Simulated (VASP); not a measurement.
# ZnSe (NiAs type) (P6_3/mmc) in VASP: a series of runs, part 2 of 2

VASP 6.6.1. Earlier steps stand in the parts before.

## Step 3: Density of states, PBE

This run uses another cell than the first one, of 19.52 Å³/atom, 1.818 times its volume.

The input, POSCAR:

```
ZnSe
1.0
    3.8196724184      0.0000000000      0.0000000000
   -1.9098362092      3.3079333485      0.0000000000
    0.0000000000      0.0000000000      6.1800138935
Zn Se
2 2
Direct
    0.0000000000      0.0000000000      0.0000000000
    0.0000000000      0.0000000000      0.5000000000
    0.3333333333      0.6666666667      0.2500000000
    0.6666666667      0.3333333333      0.7500000000
```

The input, INCAR.step1:

```
PREC = Accurate
ENCUT = 520
EDIFF = 1E-6
ISMEAR = -1
SIGMA = 0.08
LREAL = False
LASPH = True
NELM = 80
ALGO = Normal
ISIF = 2
LWAVE = False
LCHARG = True
GGA = PE
NBANDS = 26
```

The input, KPOINTS.step1:

```
regular mesh
0
Gamma
  10 10 6
```

The input, INCAR.step2:

```
PREC = Accurate
ENCUT = 520
EDIFF = 1E-6
ISMEAR = -5
SIGMA = 0.08
LREAL = False
LASPH = True
NELM = 80
ALGO = Normal
ISIF = 2
LWAVE = False
LCHARG = False
GGA = PE
LORBIT = 11
NBANDS = 26
NEDOS = 1001
ICHARG = 11
```

The input, KPOINTS.step2:

```
regular mesh
0
Gamma
  15 15 9
```

Potentials or basis: VASP PAW PBE potentials, release 64 (Zn, Se).

On the command line:

```console
> cat potpaw_PBE.64/Zn/POTCAR potpaw_PBE.64/Se/POTCAR > POTCAR
> cp INCAR.step1 INCAR
> cp KPOINTS.step1 KPOINTS
> mpirun -np 1 vasp_std > vasp.out
> cp INCAR.step2 INCAR
> cp KPOINTS.step2 KPOINTS
> mpirun -np 1 vasp_std > vasp.out
```

OUTCAR:

```text
PREC = Accurate
   ENCUT = 520
   EDIFF = 1E-6
   ISMEAR = -5
   LREAL = False
   LASPH = True
   NELM = 80
   ISIF = 2
   GGA = PE
   LORBIT = 11
   ICHARG = 11

 ion  position               nearest neighbor table
   1  0.000  0.000  0.000-   3 2.69   4 2.69   4 2.69   3 2.69   4 2.69   3 2.69
   2  0.000  0.000  0.500-   3 2.69   4 2.69   4 2.69   3 2.69   4 2.69   3 2.69
   3  0.333  0.667  0.250-   1 2.69   2 2.69   1 2.69   2 2.69   1 2.69   2 2.69
   4  0.667  0.333  0.750-   1 2.69   2 2.69   1 2.69   2 2.69   1 2.69   2 2.69

  LATTYP: Found a hexagonal cell.
 ALAT       =     3.8196724184
 C/A-ratio  =     1.6179434298

  Lattice vectors:

 A1 = (   3.8196724184,   0.0000000000,   0.0000000000)
 A2 = (  -1.9098362092,   3.3079333485,   0.0000000000)
 A3 = (   0.0000000000,   0.0000000000,   6.1800138935)

Analysis of symmetry for initial positions (statically):
=====================================================================
 Subroutine PRICEL returns:
 Original cell was already a primitive cell.

 Routine SETGRP: Setting up the symmetry group for a
 hexagonal supercell.

 Subroutine GETGRP returns: Found 24 space group operations
 (whereof 12 operations were pure point group operations)
 out of a pool of 24 trial point group operations.

The static configuration has the point symmetry D_3d.
 The point group associated with its full space group is D_6h.

Analysis of symmetry for dynamics (positions and initial velocities):
=====================================================================
 Subroutine PRICEL returns:
 Original cell was already a primitive cell.

 Routine SETGRP: Setting up the symmetry group for a
 hexagonal supercell.

 Subroutine GETGRP returns: Found 24 space group operations
 (whereof 12 operations were pure point group operations)
 out of a pool of 24 trial point group operations.

The dynamic configuration has the point symmetry D_3d.
 The point group associated with its full space group is D_6h.

 Subroutine INISYM returns: Found 24 space group operations
 (whereof 12 operations are pure point group operations),
 and found     1 'primitive' translations

----------------------------------------------------------------------------------------

                                     Primitive cell

  volume of cell :      78.0858

  direct lattice vectors                    reciprocal lattice vectors
     3.819672418  0.000000000  0.000000000     0.261802555  0.151151776  0.000000000
    -1.909836209  3.307933349  0.000000000     0.000000000  0.302303552  0.000000000
     0.000000000  0.000000000  6.180013893     0.000000000  0.000000000  0.161811934

  length of vectors
     3.819672418  3.819672418  6.180013893     0.302303552  0.302303552  0.161811934

  position of ions in fractional coordinates (direct lattice)
     0.000000000  0.000000000  0.000000000
     0.000000000  0.000000000  0.500000000
     0.333333333  0.666666667  0.250000000
     0.666666667  0.333333333  0.750000000

  ion indices of the primitive-cell ions
   primitive index   ion index
                 1           1
                 2           2
                 3           3
                 4           4

[... 32 lines left out ...]
  0.133333 -0.000000  0.000000      6.000000
  0.200000  0.000000  0.000000      6.000000
  0.266667 -0.000000  0.000000      6.000000
  0.333333  0.000000  0.000000      6.000000
[... 16 lines left out ...]
  0.333333  0.200000  0.000000     12.000000
  0.400000  0.200000  0.000000      6.000000
 [... further k-points ...]
   k-points           NKPTS =    135   k-points in BZ     NKDIM =    135   number of bands    NBANDS=     26
   number of dos      NEDOS =   1001   number of ions     NIONS =      4
   total plane-waves  NPLWV =  37632
   dimension x,y,z NGX =    28 NGY =   28 NGZ =   48
   dimension x,y,z NGXF=    56 NGYF=   56 NGZF=   96
   ions per type =               2   2
   NGX,Y,Z   is equivalent  to a cutoff of  12.19, 12.19, 12.91 a.u.
   NGXF,Y,Z  is equivalent  to a cutoff of  24.37, 24.37, 25.82 a.u.
 SYSTEM =  unknown system
   PREC   = accura    normal or accurate (medium, high low for compatibility)
   ISTART =      0    job   : 0-new  1-cont  2-samecut
   ICHARG =     11    charge: 1-file 2-atom 10-const
   ISPIN  =      1    spin polarized calculation?
   LNONCOLLINEAR =      F non collinear calculations
   LSORBIT =      F    spin-orbit coupling
   LASPH  =      T    aspherical Exc in radial PAW
   ENCUT  =  520.0 eV  38.22 Ry    6.18 a.u.   7.10  7.10 11.49*2*pi/ulx,y,z
   NELM   =     80;   NELMIN=  2; NELMDL=  0     # of ELM steps
   EDIFF  = 0.1E-05   stopping-criterion for ELM
   LREAL  =      F    real-space projection
   EDIFFG = 0.1E-04   stopping-criterion for IOM
   NSW    =      0    number of steps for IOM
   IBRION =     -1    ionic relax: 0-MD 1-quasi-New 2-CG
   NFREE  =      0    steps in history (QN), initial steepest desc. (CG)
   ISIF   =      2    stress and relaxation
   ISYM   =      2    0-nonsym 1-usesym 2-fastsym
   POTIM  = 0.5000    time-step for ionic-motion
   TEBEG  =    0.0;   TEEND  =   0.0 temperature during run
   PSTRESS=    0.0 pullay stress
   NELECT =      36.0000    total number of electrons
   NUPDOWN=      -1.0000    fix difference up-down
   EMIN   =  10.00;   EMAX   =-10.00  energy-range for DOS
   EFERMI =   0.00;   METHOD = LEGACY
   ISMEAR =    -5;   SIGMA  =   0.08  broadening in eV -4-tet -1-fermi 0-gaus
   EFERMI_NEDOS =   21; number of points for ismear=-14 and -15
   IALGO  =     38    algorithm
   IMIX   =      4    mixing-type and parameters
     AMIX     =   0.40;   BMIX     =  1.00
     AMIX_MAG =   1.60;   BMIX_MAG =  1.00
  volume/ion in A,a.u.               =      19.52       131.74
  Fermi-wavevector in a.u.,A,eV,Ry     =   1.264692  2.389922 21.761794  1.599447
  Thomas-Fermi vector in A             =   2.397984
   LORBIT       =     11    0 simple, 1 ext, 2 COOP (PROOUT), +10 PAW based schemes
   GGA     = PE    functional components
   LHFCALC =     F    Hartree Fock is set to
   AEXX    =    0.0000 exact exchange contribution
   IVDW    =     0    specifies the selected vdW correction
   LEPSILON=     F    determine dielectric tensor
   LRPA    =     F    only Hartree local field effects (RPA)
 non-spin polarized calculation
 Fermi weights with tetrahedron method with Bloechl corrections
  energy-cutoff  :      520.00
  volume of cell :       78.09
 maximum number of plane-waves:      2127

 number of electron      35.9999995 magnetization

 Free energy of the ion-electron system (eV)
  ---------------------------------------------------
  ext. energy  EPLUGINS =         0.00000000
  ---------------------------------------------------
  free energy    TOTEN  =       -10.78757026 eV

  energy without entropy =      -10.78757026  energy(sigma->0) =      -10.78757026

 E-fermi :   2.9750     XC(G=0): -10.3409

 val. band max:        3.0240758308   @ k =   0.1333  -0.0000   0.0000
 cond. band min:       2.8982047647   @ k =   0.3333   0.2667   0.0000
 fundamental gap:     -0.1258710661
 Fermi energy:         2.9750063354

 k-point     1 :       0.0000    0.0000    0.0000
  band No.  band energies     occupation
      1     -10.7177      2.00000
      2      -9.3564      2.00000
      3      -3.9876      2.00000
      4      -3.8374      2.00000
      5      -3.8374      2.00000
      6      -3.7715      2.00000
[... 685 lines left out ...]
     25      11.3171      0.00000
     26      12.6676      0.00000

 [... further k-points ...]
[... 5 lines left out ...]
  --------------------------------------------------------------------------------------
  -------------------------------------------------------------------------------------
  Total        0.0816080      0.0816080      0.0363746      0.0000000      0.0000000     -0.0000000
  in kB        1.6744452      1.6744452      0.7463399      0.0000000      0.0000000     -0.0000000
  external PRESSURE =       1.3650768 kB  Pullay stress =       0.0000000 kB

 VOLUME and BASIS-vectors are now :
 -----------------------------------------------------------------------------
  energy-cutoff  :      520.00
  volume of cell :       78.09
      direct lattice vectors                 reciprocal lattice vectors
     3.819672418  0.000000000  0.000000000     0.261802555  0.151151776  0.000000000
    -1.909836209  3.307933349  0.000000000     0.000000000  0.302303552  0.000000000
     0.000000000  0.000000000  6.180013893     0.000000000  0.000000000  0.161811934

 POSITION                                       TOTAL-FORCE (eV/Angst)
 -----------------------------------------------------------------------------------
      0.00000      0.00000      0.00000         0.000000      0.000000      0.000000
      0.00000      0.00000      3.09001        -0.000000      0.000000      0.000000
     -0.00000      2.20529      1.54500        -0.000000      0.000000     -0.000000
      1.90984      1.10264      4.63501         0.000000      0.000000      0.000000
 -----------------------------------------------------------------------------------
    total drift:                               -0.000000     -0.000000      0.000000

  FREE ENERGIE OF THE ION-ELECTRON SYSTEM (eV)
  ---------------------------------------------------
  free  energy   TOTEN  =       -10.7875702590 eV

  energy  without entropy=      -10.7875702590  energy(sigma->0) =      -10.78757026

 total charge

# of ion       s       p       d       tot
------------------------------------------
    1        0.473   0.334   9.796  10.603
    2        0.473   0.334   9.796  10.603
    3        1.464   2.353   0.027   3.844
    4        1.464   2.353   0.027   3.844
--------------------------------------------------
tot          3.873   5.375  19.646  28.894
```

It took 2.8 min on 1 thread of Intel Xeon 6975P-C, shared host; peak memory 0.36 GiB.

Results:

* Valence electrons inside the program's atomic spheres: Zn 10.60; Se 3.84

Levels at points of the mesh, in eV from the Fermi level:
| k point | band 16 | band 17 | band 18 | band 19 | band 20 | band 21 |
| --- | --- | --- | --- | --- | --- | --- |
| (0.00, 0.00, 0.00) | -0.30 | -0.11 | -0.11 | 0.38 | 3.01 | 6.10 |

Caveat: tetrahedron occupations give inexact forces and stress in metals.

## Step 4: Density of states, PBE

This run uses another cell than the first one, of 19.52 Å³/atom, 1.818 times its volume.

POSCAR is that of step 3.

The input, INCAR.step1:

```
SYSTEM = ZnSe
ALGO = Normal
EDIFF = 1E-7
ENCUT = 520
GGA = PE
ISIF = 2
ISMEAR = -1
LASPH = .True.
LCHARG = .True.
LREAL = .False.
LWAVE = .False.
NBANDS = 26
NELM = 60
PREC = Accurate
SIGMA = 0.08
```

The input, KPOINTS.step1:

```
k-points
0
Gamma
  10 10 6
  0 0 0
```

The input, INCAR.step2:

```
SYSTEM = ZnSe
ALGO = Normal
EDIFF = 1E-7
ENCUT = 520
GGA = PE
ICHARG = 11
ISIF = 2
ISMEAR = -5
LASPH = .True.
LCHARG = .False.
LORBIT = 10
LREAL = .False.
LWAVE = .False.
NBANDS = 26
NEDOS = 1001
NELM = 60
PREC = Accurate
SIGMA = 0.08
```

The input, KPOINTS.step2:

```
k-points
0
Gamma
  15 15 9
  0 0 0
```

Potentials or basis: VASP PAW PBE potentials, release 64 (Zn, Se).

On the command line:

```console
> cat potpaw_PBE.64/Zn/POTCAR potpaw_PBE.64/Se/POTCAR > POTCAR
> cp INCAR.step1 INCAR
> cp KPOINTS.step1 KPOINTS
> mpirun -np 1 vasp_std > vasp.out
> cp INCAR.step2 INCAR
> cp KPOINTS.step2 KPOINTS
> mpirun -np 1 vasp_std > vasp.out
```

OUTCAR:

```text
SYSTEM = ZnSe
   EDIFF = 1E-7
   ENCUT = 520
   GGA = PE
   ICHARG = 11
   ISIF = 2
   ISMEAR = -5
   LASPH = .True.
   LORBIT = 10
   LREAL = .False.
   NELM = 60
   PREC = Accurate

 ion  position               nearest neighbor table
   1  0.000  0.000  0.000-   3 2.69   4 2.69   4 2.69   3 2.69   4 2.69   3 2.69
   2  0.000  0.000  0.500-   3 2.69   4 2.69   4 2.69   3 2.69   4 2.69   3 2.69
   3  0.333  0.667  0.250-   1 2.69   2 2.69   1 2.69   2 2.69   1 2.69   2 2.69
   4  0.667  0.333  0.750-   1 2.69   2 2.69   1 2.69   2 2.69   1 2.69   2 2.69

  LATTYP: Found a hexagonal cell.
 ALAT       =     3.8196724184
 C/A-ratio  =     1.6179434298

  Lattice vectors:
[... 899 lines left out ...]
  external PRESSURE =       1.5166217 kB  Pullay stress =       0.0000000 kB

 VOLUME and BASIS-vectors are now :
 -----------------------------------------------------------------------------
  energy-cutoff  :      520.00
  volume of cell :       78.09
      direct lattice vectors                 reciprocal lattice vectors
     3.819672418  0.000000000  0.000000000     0.261802555  0.151151776  0.000000000
    -1.909836209  3.307933349  0.000000000     0.000000000  0.302303552  0.000000000
     0.000000000  0.000000000  6.180013893     0.000000000  0.000000000  0.161811934

 POSITION                                       TOTAL-FORCE (eV/Angst)
 -----------------------------------------------------------------------------------
      0.00000      0.00000      0.00000        -0.000000      0.000000      0.000000
      0.00000      0.00000      3.09001        -0.000000      0.000000      0.000000
     -0.00000      2.20529      1.54500        -0.000000      0.000000      0.000000
      1.90984      1.10264      4.63501         0.000000     -0.000000     -0.000000
 -----------------------------------------------------------------------------------
    total drift:                               -0.000000     -0.000000     -0.000000

  FREE ENERGIE OF THE ION-ELECTRON SYSTEM (eV)
  ---------------------------------------------------
  free  energy   TOTEN  =       -10.7875699458 eV

  energy  without entropy=      -10.7875699458  energy(sigma->0) =      -10.78756995

 total charge

# of ion       s       p       d       tot
------------------------------------------
    1        0.473   0.334   9.796  10.603
    2        0.473   0.334   9.796  10.603
    3        1.464   2.353   0.027   3.844
    4        1.464   2.353   0.027   3.844
--------------------------------------------------
tot          3.873   5.375  19.646  28.894
```

OSZICAR.step1:

```text
N       E                     dE             d eps       ncg     rms          rms(c)
DAV:   1     0.228141805150E+03    0.22814E+03   -0.17089E+04  2912   0.166E+03
DAV:   2     0.987068024285E+01   -0.21827E+03   -0.20962E+03  2984   0.341E+02
DAV:   3    -0.110558811685E+02   -0.20927E+02   -0.20533E+02  3464   0.103E+02
DAV:   4    -0.114796110003E+02   -0.42373E+00   -0.42286E+00  3332   0.142E+01
DAV:   5    -0.114820277223E+02   -0.24167E-02   -0.24162E-02  3404   0.112E+00    0.638E+00
DAV:   6    -0.108247141737E+02    0.65731E+00   -0.13946E+00  3972   0.283E+01    0.503E+00
DAV:   7    -0.107956897003E+02    0.29024E-01   -0.56905E-01  3232   0.500E+00    0.209E+00
DAV:   8    -0.107928155510E+02    0.28741E-02   -0.12781E-02  3204   0.117E+00    0.563E-01
DAV:   9    -0.107923065722E+02    0.50898E-03   -0.30485E-03  3652   0.935E-01    0.825E-02
DAV:  10    -0.107923347892E+02   -0.28217E-04   -0.47811E-04  3538   0.321E-01    0.319E-02
DAV:  11    -0.107923540269E+02   -0.19238E-04   -0.78101E-05  3094   0.877E-02    0.717E-03
DAV:  12    -0.107923553793E+02   -0.13524E-05   -0.14473E-05  4344   0.318E-02    0.497E-03
DAV:  13    -0.107923545857E+02    0.79355E-06   -0.40117E-06  3180   0.240E-02    0.195E-03
DAV:  14    -0.107923547042E+02   -0.11844E-06   -0.31580E-07  2742   0.304E-03    0.901E-04
DAV:  15    -0.107923547583E+02   -0.54171E-07   -0.88911E-08  1988   0.516E-03
   1 F= -.10792355E+02 E0= -.10788748E+02  d E =-.721418E-02
```

Run time: 3.2 min. Hardware: 1 thread of Intel Xeon 6975P-C, shared host; peak memory 0.37 GiB.

Results:

* Valence electrons inside the program's atomic spheres: Zn 10.60; Se 3.84

Levels at points of the mesh, in eV from the Fermi level:
| k point | band 15 | band 16 | band 17 | band 18 | band 19 | band 20 | band 21 | band 22 |
| --- | --- | --- | --- | --- | --- | --- | --- | --- |
| (0.00, 0.00, 0.00) | -0.55 | -0.30 | -0.11 | -0.11 | 0.38 | 3.01 | 6.10 | 6.10 |

Caveat: tetrahedron occupations give inexact forces and stress in metals.
